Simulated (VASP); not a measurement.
**Al2InN3: relaxation of cell and atoms with PBE**

The system is Al2InN3.

```
Al In N
1.0
     3.35562    0.00000    0.00000
    -1.67781    2.90606    0.00000
     0.00000    0.00000    8.21379
Al In N
2 1 3
Cartesian
  0.0000 1.9374 5.3882
  1.6778 0.9687 2.8256
  0.0000 0.0000 0.0000
  0.0000 1.9374 1.3627
  1.6778 0.9687 6.8511
  0.0000 0.0000 4.1069
```

```
Program                : VASP 6.6.1
Task                   : relaxation of cell and atoms
Functional             : PBE
Potentials or basis    : VASP PAW PBE potentials, release 64 (Al, In_d, N)
Cutoff                 : 600 eV
k mesh                 : 6 × 6 × 2
Occupations            : gaussian, width 0.1 eV
Spin                   : no spin polarisation
Dipole correction      : no
Further INCAR settings : ALGO = Normal; EDIFF = 1e-06; IBRION = 2; EDIFFG = -0.04; NSW = 90; ISIF = 3
```

| Item | Value |
| --- | --- |
| Relaxed volume | 9.93 Å³/atom |
| Relaxed cell | a = 3.026 Å, b = 3.026 Å, c = 7.515 Å, α = 90.00°, β = 90.00°, γ = 120.00° |
| Space group after relaxing (to 0.05 Å) | P-3m1 (No. 164) |
| Energy gained by relaxing | 547.9 meV/atom |
| Ionic steps | 10 |
| Pressure after relaxing | 0.2 GPa |
| Largest force after relaxing | 0.032 eV/Å |
| Band gap on the k mesh | 2.36 eV, indirect (least direct gap 2.69 eV) |

Forces on the atoms (eV/Å):
```
Al   0.000  0.000 -0.032
Al   0.000  0.000  0.032
In   0.000  0.000  0.000
N    0.000  0.000 -0.003
N    0.000  0.000  0.003
N    0.000  0.000  0.000
```

Step by step:
| step | energy change (eV) | largest force (eV/Å) | pressure (GPa) | volume (Å³) |
| --- | --- | --- | --- | --- |
| 1 | 0.0000 | 2.0533 | -30.34 | 80.10 |
| 2 | -2.4192 | 3.1858 | 29.62 | 54.22 |
| 3 | -2.8036 | 3.0398 | 3.99 | 59.56 |
| 4 | -3.1747 | 1.7514 | 4.66 | 58.61 |
| 5 | -3.1893 | 1.4103 | 4.15 | 58.76 |
| 6 | -3.2748 | 0.2494 | -3.44 | 60.61 |
| 7 | -3.2823 | 0.1103 | -1.93 | 60.19 |
| 8 | -3.2863 | 0.1258 | 0.74 | 59.42 |
| 9 | -3.2870 | 0.0683 | -0.03 | 59.64 |
| 10 | -3.2873 | 0.0317 | 0.16 | 59.59 |

Final structure:
```
CELL_PARAMETERS angstrom
3.02609 0.00000 0.00000
-1.51304 2.62067 0.00000
0.00000 0.00000 7.51477
ATOMIC_POSITIONS crystal
Al 0.33333 0.66667 0.65558
Al 0.66667 0.33333 0.34442
In 0.00000 0.00000 0.00000
N 0.33333 0.66667 0.19704
N 0.66667 0.33333 0.80296
N 0.00000 0.00000 0.50000
```

Levels at points of the mesh, in eV from the valence-band top:
| k point | band 14 | band 15 | band 16 | band 17 | band 18 | band 19 | band 20 | band 21 |
| --- | --- | --- | --- | --- | --- | --- | --- | --- |
| (0.00, 0.00, 0.00) | -0.26 | -0.26 | -0.24 | -0.24 | 2.45 | 5.04 | 5.33 | 8.50 |
| (0.50, 0.00, 0.00) | -2.18 | -1.98 | -1.26 | -1.11 | 2.36 | 4.92 | 5.50 | 6.93 |
| (0.00, 0.00, 0.50) | -0.63 | -0.63 | 0.00 | 0.00 | 3.73 | 4.72 | 5.14 | 8.58 |
| (0.50, 0.00, 0.50) | -2.35 | -2.09 | -0.56 | -0.46 | 3.39 | 3.91 | 4.55 | 7.74 |

It took 2.4 min on 1 thread of AMD EPYC 9R45 96-Core Processor (Zen 5), with other jobs on the host, peak memory 0.22 GiB.

Caveat: the volume moved by over 15 % at a fixed basis, so the end points are rough; spin-orbit coupling is left out, which moves the levels of the heavy elements. A k mesh can miss the band edges.
